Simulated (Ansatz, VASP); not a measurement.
ZnS in VASP and in Ansatz

The input INCAR:

```
SYSTEM = ZnS
PREC = Accurate
ENCUT = 520
EDIFF = 1E-6
ISMEAR = 0
SIGMA = 0.05
LREAL = .False.
LASPH = .True.
NELM = 60
ALGO = Normal
ISIF = 2
LWAVE = .False.
LCHARG = .True.
GGA = PE
LELF = .True.
LVHAR = .True.
NBANDS = 26
```

Contents of KPOINTS:

```
regular mesh
0
Gamma
  9 9 4
  0 0 0
```

Contents of POSCAR:

```
ZnS
1.0
    4.0333996051      0.0000000000      0.0000000000
   -2.0166998025      3.4930265216      0.0000000000
    0.0000000000      0.0000000000      5.7302508189
Zn S
2 2
Direct
    0.3333333333      0.6666666667      0.0052003725
    0.6666666667      0.3333333333      0.5052003725
    0.3333333333      0.6666666667      0.3401405350
    0.6666666667      0.3333333333      0.8401405350
```

Input for Ansatz:

```yaml
crystal:
  lattice:
    - [4.0333996051, 0.0, 0.0]
    - [-2.0166998025, 3.4930265216, 0.0]
    - [0.0, 0.0, 5.7302508189]
  atoms:
    - { symbol: Zn, position: [0.3333333333, 0.6666666667, 0.0052003725] }
    - { symbol: Zn, position: [0.6666666667, 0.3333333333, 0.5052003725] }
    - { symbol: S, position: [0.3333333333, 0.6666666667, 0.340140535] }
    - { symbol: S, position: [0.6666666667, 0.3333333333, 0.840140535] }
basis:
  ecutwfc: 520.0
kpoints:
  mp_grid: { grid: [9, 9, 4] }
hamiltonian:
  xc: pbe
scf:
  occupations: { method: gaussian, width: 0.05 }
output:
  forces: true
  stress: true
  eigenvalues: true
```

Alike in both runs: task single point; functional PBE; k mesh 9 × 9 × 4; occupations gaussian, width 0.05 eV; no spin polarisation.

|  | VASP | Ansatz |
| --- | --- | --- |
| version | VASP 6.6.1 | Ansatz 0.2.0 |
| potentials or method | VASP PAW PBE potentials, release 64 (Zn, S), cutoff 520 eV | scalar-relativistic, plane waves, PAW |
| valence electrons in the cell | 36 | 36 |

```csv
,VASP,Ansatz,Ansatz less VASP
gap on the k mesh at the Fermi level (eV),2.14,2.13,-0.010
least direct gap on the mesh (eV),2.14,2.13,-0.010
pressure (GPa),12.8,12.7,-0.16
"traceless stress, the component that is largest in VASP (GPa)",36.79,36.66,-0.127
rms of the force components (eV/Å),3.618,3.603,-0.0151
```

Atom by atom the forces differ by 0.015 eV/Å (rms over components). With one functional, cell and mesh, what is left measures potentials, basis and numerics.
